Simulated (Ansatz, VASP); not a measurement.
Re: VASP beside Ansatz

The input INCAR:

```
PREC = Accurate
ENCUT = 600
EDIFF = 1E-6
ISMEAR = -1
SIGMA = 1.0
LREAL = F
LASPH = T
NELM = 120
ALGO = Normal
ISIF = 2
LWAVE = F
LCHARG = T
GGA = CA
LELF = T
LVHAR = T
NBANDS = 14
GGA_COMPAT = F
```

The input KPOINTS:

```
Automatic mesh
0
Gamma
  13 13 7
```

POSCAR

```
Re
1.0
    2.7391880258      0.0000000000      0.0000000000
   -1.3695940129      2.3722064161      0.0000000000
    0.0000000000      0.0000000000      4.4118668232
Re
2
Direct
    0.3333333333      0.6666666667      0.2500000000
    0.6666666667      0.3333333333      0.7500000000
```

Input for Ansatz:

```yaml
crystal:
  lattice:
    - [2.7391880258, 0.0, 0.0]
    - [-1.3695940129, 2.3722064161, 0.0]
    - [0.0, 0.0, 4.4118668232]
  atoms:
    - { symbol: Re, position: [0.3333333333, 0.6666666667, 0.25] }
    - { symbol: Re, position: [0.6666666667, 0.3333333333, 0.75] }
hamiltonian:
  xc: lda
  pseudopotentials:
    kind: paw
    azcp:
      Re: "pseudopotentials/Re.paw.azcp"
basis:
  ecutwfc: 420
  fft_grid_basis: typed
kpoints:
  mp_grid: { grid: [13, 13, 7], shift: [0, 0, 0] }
magnetization:
  spin_polarized: false
scf:
  occupations: { method: fermi_dirac, width: 1.0 }
  lower_state_search: "off"
output:
  stress: true
  write_density: true
  write_potential: true
  elf: true
  volumetric_format: npy
```

Alike in both runs: task single point; functional LDA; k mesh 13 × 13 × 7; occupations fermi-dirac, width 1 eV; no spin polarisation.

|  | VASP | Ansatz |
| --- | --- | --- |
| version | VASP 6.6.1 | Ansatz 0.2.0 |
| potentials or method | VASP PAW LDA potentials, release 64 (Re), cutoff 600 eV | plane waves (420 eV) with PAW, scalar-relativistic |
| valence electrons in the cell | 14 | 30 |

```tsv
	VASP	Ansatz	Ansatz less VASP
pressure (GPa)	21.9	19.6	-2.33
traceless stress, the component that is largest in VASP (GPa)	-0.52	-0.48	+0.048
```

Ansatz warns that its potentials were made for another functional, while VASP's fit it. LDA's correlation is that of Perdew and Zunger in VASP and of Perdew and Wang (1992) in Ansatz. VASP's potentials hold 14 valence electrons a cell and Ansatz's 30, so a difference there can come from the potentials and not from the codes.

Neither program's run includes spin-orbit coupling.
